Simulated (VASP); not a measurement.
# KBr (Imm2) in VASP: a series of runs

KBr is run at these levels: PBE; tasks: single point.

Everything below comes from runs of VASP 6.6.1. Logs are shortened: lines on timing, memory, paths and dates and some standing lists are left out, and cuts for length are marked.

## Step 1: The cell of the first run

The structure is orthorhombic, space group Imm2 (No. 44). Conventional cell: a = 4.656 Å, b = 6.585 Å, c = 4.656 Å, α = 90.00°, β = 90.00°, γ = 90.00°. K (site symmetry mm2) has 6 Br at 2.96 to 3.66 Å within 3.9 Å. Br (site symmetry mm2) has 6 K at 2.96 to 3.66 Å within 3.9 Å.

## Step 2: Single point, PBE

The input, INCAR:

```
PREC = Accurate
ENCUT = 520
EDIFF = 1E-6
ISMEAR = 0
SIGMA = 0.05
LREAL = F
LASPH = T
NELM = 80
ALGO = Normal
ISIF = 2
LWAVE = F
LCHARG = T
GGA = PE
LELF = T
LVHAR = T
NBANDS = 15
```

The input, KPOINTS:

```
Automatic mesh
0
Gamma
  6 6 6
```

The input, POSCAR:

```
KBr
1.0
    0.0000000000      3.2925000000      3.2925000000
    3.2925000000      0.0000000000      3.2925000000
    3.2925000000      3.2925000000      0.0000000000
K Br
1 1
Direct
    0.0000000000      0.0000000000      0.0000000000
    0.6073814398      0.5000000000      0.5000000000
```

Potentials or basis: VASP PAW PBE potentials, release 64 (K_sv, Br).

The run is started by

```bash
cat potpaw_PBE.64/K_sv/POTCAR potpaw_PBE.64/Br/POTCAR > POTCAR
mpirun -np 1 vasp_std > vasp.out
```

OUTCAR:

```text
PREC = Accurate
   ENCUT = 520
   EDIFF = 1E-6
   ISMEAR = 0
   LREAL = F
   LASPH = T
   NELM = 80
   ISIF = 2
   GGA = PE

 ion  position               nearest neighbor table
   1  0.000  0.000  0.000-   2 2.96   2 2.96
   2  0.607  0.500  0.500-   1 2.96   1 2.96

  LATTYP: Found a face centered cubic cell.
 ALAT       =     6.5850000000

  Lattice vectors:

 A1 = (   0.0000000000,   3.2925000000,   3.2925000000)
 A2 = (   3.2925000000,   0.0000000000,   3.2925000000)
 A3 = (   3.2925000000,   3.2925000000,   0.0000000000)

Analysis of symmetry for initial positions (statically):
=====================================================================
 Subroutine PRICEL returns:
 Original cell was already a primitive cell.

 Routine SETGRP: Setting up the symmetry group for a
 face centered cubic supercell.

 Subroutine GETGRP returns: Found  4 space group operations
 (whereof  4 operations were pure point group operations)
 out of a pool of 48 trial point group operations.

The static configuration has the point symmetry C_2v.

Analysis of symmetry for dynamics (positions and initial velocities):
=====================================================================
 Subroutine PRICEL returns:
 Original cell was already a primitive cell.

 Routine SETGRP: Setting up the symmetry group for a
 face centered cubic supercell.

 Subroutine GETGRP returns: Found  4 space group operations
 (whereof  4 operations were pure point group operations)
 out of a pool of 48 trial point group operations.

The dynamic configuration has the point symmetry C_2v.

 Subroutine INISYM returns: Found  4 space group operations
 (whereof  4 operations are pure point group operations),
 and found     1 'primitive' translations

----------------------------------------------------------------------------------------

                                     Primitive cell

  volume of cell :      71.3851

  direct lattice vectors                    reciprocal lattice vectors
     0.000000000  3.292500000  3.292500000    -0.151860289  0.151860289  0.151860289
     3.292500000  0.000000000  3.292500000     0.151860289 -0.151860289  0.151860289
     3.292500000  3.292500000  0.000000000     0.151860289  0.151860289 -0.151860289

  length of vectors
     4.656298154  4.656298154  4.656298154     0.263029735  0.263029735  0.263029735

  position of ions in fractional coordinates (direct lattice)
     0.000000000  0.000000000  0.000000000
     0.607381440  0.500000000  0.500000000

  ion indices of the primitive-cell ions
   primitive index   ion index
                 1           1
                 2           2

----------------------------------------------------------------------------------------

 KPOINTS: Automatic mesh

Automatic generation of k-mesh.
 Grid dimensions read from file:
 generate k-points for:    6    6    6

 Generating k-lattice:

  Cartesian coordinates                     Fractional coordinates (reciprocal lattice)
    -0.025310048  0.025310048  0.025310048     0.166666667  0.000000000  0.000000000
     0.025310048 -0.025310048  0.025310048     0.000000000  0.166666667  0.000000000
     0.025310048  0.025310048 -0.025310048     0.000000000  0.000000000  0.166666667

  Length of vectors
     0.043838289  0.043838289  0.043838289

  Shift w.r.t. Gamma in fractional coordinates (k-lattice)
     0.000000000  0.000000000  0.000000000

 Subroutine IBZKPT returns following result:
 ===========================================

 Found     46 irreducible k-points:

 Following reciprocal coordinates:
            Coordinates               Weight
  0.000000  0.000000  0.000000      1.000000
  0.166667  0.000000  0.000000      4.000000
  0.000000  0.166667  0.000000      4.000000
  0.333333  0.000000  0.000000      4.000000
  0.000000  0.333333  0.000000      4.000000
  0.500000  0.000000  0.000000      2.000000
[... 16 lines left out ...]
  0.000000 -0.166667  0.166667      2.000000
 -0.333333 -0.166667 -0.166667      2.000000
 [... further k-points ...]
   k-points           NKPTS =     46   k-points in BZ     NKDIM =     46   number of bands    NBANDS=     15
   number of dos      NEDOS =    301   number of ions     NIONS =      2
   total plane-waves  NPLWV =  46656
   dimension x,y,z NGX =    36 NGY =   36 NGZ =   36
   dimension x,y,z NGXF=    72 NGYF=   72 NGZF=   72
   ions per type =               1   1
   NGX,Y,Z   is equivalent  to a cutoff of  12.85, 12.85, 12.85 a.u.
   NGXF,Y,Z  is equivalent  to a cutoff of  25.71, 25.71, 25.71 a.u.
 SYSTEM =  unknown system
   PREC   = accura    normal or accurate (medium, high low for compatibility)
   ISTART =      0    job   : 0-new  1-cont  2-samecut
   ICHARG =      2    charge: 1-file 2-atom 10-const
   ISPIN  =      1    spin polarized calculation?
   LNONCOLLINEAR =      F non collinear calculations
   LSORBIT =      F    spin-orbit coupling
   LASPH  =      T    aspherical Exc in radial PAW
   ENCUT  =  520.0 eV  38.22 Ry    6.18 a.u.   8.66  8.66  8.66*2*pi/ulx,y,z
   NELM   =     80;   NELMIN=  2; NELMDL= -5     # of ELM steps
   EDIFF  = 0.1E-05   stopping-criterion for ELM
   LREAL  =      F    real-space projection
   EDIFFG = 0.1E-04   stopping-criterion for IOM
   NSW    =      0    number of steps for IOM
   IBRION =     -1    ionic relax: 0-MD 1-quasi-New 2-CG
   NFREE  =      0    steps in history (QN), initial steepest desc. (CG)
   ISIF   =      2    stress and relaxation
   ISYM   =      2    0-nonsym 1-usesym 2-fastsym
   POTIM  = 0.5000    time-step for ionic-motion
   TEBEG  =    0.0;   TEEND  =   0.0 temperature during run
   PSTRESS=    0.0 pullay stress
   NELECT =      16.0000    total number of electrons
   NUPDOWN=      -1.0000    fix difference up-down
   EMIN   =  10.00;   EMAX   =-10.00  energy-range for DOS
   EFERMI =   0.00;   METHOD = LEGACY
   ISMEAR =     0;   SIGMA  =   0.05  broadening in eV -4-tet -1-fermi 0-gaus
   EFERMI_NEDOS =   21; number of points for ismear=-14 and -15
   IALGO  =     38    algorithm
   IMIX   =      4    mixing-type and parameters
     AMIX     =   0.40;   BMIX     =  1.00
     AMIX_MAG =   1.60;   BMIX_MAG =  1.00
  volume/ion in A,a.u.               =      35.69       240.87
  Fermi-wavevector in a.u.,A,eV,Ry     =   0.994441  1.879221 13.454978  0.988913
  Thomas-Fermi vector in A             =   2.126392
   LORBIT       =      0    0 simple, 1 ext, 2 COOP (PROOUT), +10 PAW based schemes
   GGA     = PE    functional components
   LHFCALC =     F    Hartree Fock is set to
   AEXX    =    0.0000 exact exchange contribution
   IVDW    =     0    specifies the selected vdW correction
   LEPSILON=     F    determine dielectric tensor
   LRPA    =     F    only Hartree local field effects (RPA)
 non-spin polarized calculation
 Gauss-broadening in eV      SIGMA  =   0.05
  energy-cutoff  :      520.00
  volume of cell :       71.39
 maximum number of plane-waves:      1948
 NGX is ok and might be reduce to    36
   NGX = 17   NGY = 17   NGZ = 17

 number of electron      15.9999999 magnetization

 Free energy of the ion-electron system (eV)
  ---------------------------------------------------
  ext. energy  EPLUGINS =         0.00000000
  ---------------------------------------------------
  free energy    TOTEN  =        -6.03836808 eV

  energy without entropy =       -6.03836808  energy(sigma->0) =       -6.03836808

 E-fermi :  -1.5568     XC(G=0):  -7.3652

 val. band max:       -1.7842266067   @ k =   0.0000   0.0000   0.0000
 cond. band min:       2.7264761907   @ k =   0.0000   0.0000   0.0000
 fundamental gap:      4.5107027975
 Fermi energy:        -1.5567776751

 k-point     1 :       0.0000    0.0000    0.0000
  band No.  band energies     occupation
      1     -29.4185      2.00000
      2     -14.1031      2.00000
      3     -12.9263      2.00000
      4     -12.8988      2.00000
      5     -12.8496      2.00000
      6      -1.8009      2.00000
      7      -1.7907      2.00000
      8      -1.7842      2.00000
      9       2.7265      0.00000
     10       5.8451      0.00000
     11       6.1308      0.00000
     12       6.3028      0.00000
     13       6.9162      0.00000
     14       7.1261      0.00000
     15       9.4285      0.00000

 k-point     2 :       0.1667    0.0000    0.0000
  band No.  band energies     occupation
      1     -29.4170      2.00000
      2     -14.1424      2.00000
      3     -12.9282      2.00000
      4     -12.9073      2.00000
      5     -12.7887      2.00000
      6      -2.1352      2.00000
      7      -1.8769      2.00000
      8      -1.8524      2.00000
      9       3.3724      0.00000
     10       5.9503      0.00000
     11       6.1328      0.00000
     12       6.3841      0.00000
     13       7.4361      0.00000
     14       7.4878      0.00000
     15      10.2241      0.00000

 k-point     3 :       0.0000    0.1667    0.0000
  band No.  band energies     occupation
      1     -29.4168      2.00000
      2     -14.1640      2.00000
      3     -12.9326      2.00000
      4     -12.9060      2.00000
      5     -12.7630      2.00000
      6      -2.1445      2.00000
      7      -1.8587      2.00000
      8      -1.8183      2.00000
      9       3.3703      0.00000
     10       5.5969      0.00000
     11       6.1935      0.00000
     12       6.3836      0.00000
     13       7.4617      0.00000
     14       7.7768      0.00000
     15      10.2882      0.00000
[... 343 lines left out ...]
 k-point    23 :       0.0000   -0.1667    0.1667
  band No.  band energies     occupation
      1     -29.4144      2.00000
      2     -14.2360      2.00000
      3     -12.9307      2.00000
      4     -12.9185      2.00000
      5     -12.6696      2.00000
      6      -2.4197      2.00000
      7      -1.9811      2.00000
      8      -1.8802      2.00000
      9       4.1075      0.00000
     10       5.5367      0.00000
     11       6.3598      0.00000
     12       6.8807      0.00000
     13       7.4645      0.00000
     14       8.8465      0.00000
     15      10.0256      0.00000

 k-point    24 :      -0.3333   -0.1667   -0.1667
  band No.  band energies     occupation
      1     -29.4150      2.00000
      2     -14.1767      2.00000
      3     -12.9272      2.00000
      4     -12.9193      2.00000
      5     -12.7347      2.00000
      6      -2.4458      2.00000
      7      -1.9841      2.00000
      8      -1.9701      2.00000
      9       4.1680      0.00000
     10       5.7920      0.00000
     11       6.4594      0.00000
     12       7.1544      0.00000
     13       7.6813      0.00000
     14       8.1594      0.00000
     15       9.9776      0.00000

 [... further k-points ...]

------------------------ aborting loop because EDIFF is reached ----------------------------------------

  FORCE on cell =-STRESS in cart. coord.  units (eV):
  Direction    XX          YY          ZZ          XY          YZ          ZX
  --------------------------------------------------------------------------------------
  -------------------------------------------------------------------------------------
  Total        0.2297695      1.4399350      1.4399350      0.0000000     -0.3834816      0.0000000
  in kB        5.1569830     32.3181219     32.3181219      0.0000000     -8.6069210      0.0000000
  external PRESSURE =      23.2644089 kB  Pullay stress =       0.0000000 kB

 VOLUME and BASIS-vectors are now :
 -----------------------------------------------------------------------------
  energy-cutoff  :      520.00
  volume of cell :       71.39
      direct lattice vectors                 reciprocal lattice vectors
     0.000000000  3.292500000  3.292500000    -0.151860289  0.151860289  0.151860289
     3.292500000  0.000000000  3.292500000     0.151860289 -0.151860289  0.151860289
     3.292500000  3.292500000  0.000000000     0.151860289  0.151860289 -0.151860289

 POSITION                                       TOTAL-FORCE (eV/Angst)
 -----------------------------------------------------------------------------------
      0.00000      0.00000      0.00000        -0.000000      0.529283      0.529283
      3.29250      3.64605      3.64605         0.000000     -0.529283     -0.529283
 -----------------------------------------------------------------------------------
    total drift:                                0.000000     -0.000090     -0.000090

  FREE ENERGIE OF THE ION-ELECTRON SYSTEM (eV)
  ---------------------------------------------------
  free  energy   TOTEN  =        -6.0383680813 eV

  energy  without entropy=       -6.0383680813  energy(sigma->0) =       -6.03836808
```

Wall time 78 s (1 thread of Intel Xeon 8259CL, shared host); peak memory 0.23 GiB.

What came out:

| Property | Result |
| --- | --- |
| Free energy | -6.0384 eV |
| Pressure | 2.3 GPa |
| Largest force | 0.749 eV/Å |
| Band gap on the k mesh | 4.51 eV, direct |

Forces in eV/Å, atoms in the order of the input:
```
K    0.000  0.529  0.529
Br   0.000 -0.529 -0.529
```

Caveat: the cell differs from its parent crystal (all Br atoms moved -0.500 Å, as atom 2 towards its neighbour atom 2 (Br) at 4.656 Å).

(Part 1 of 3 ends here.)
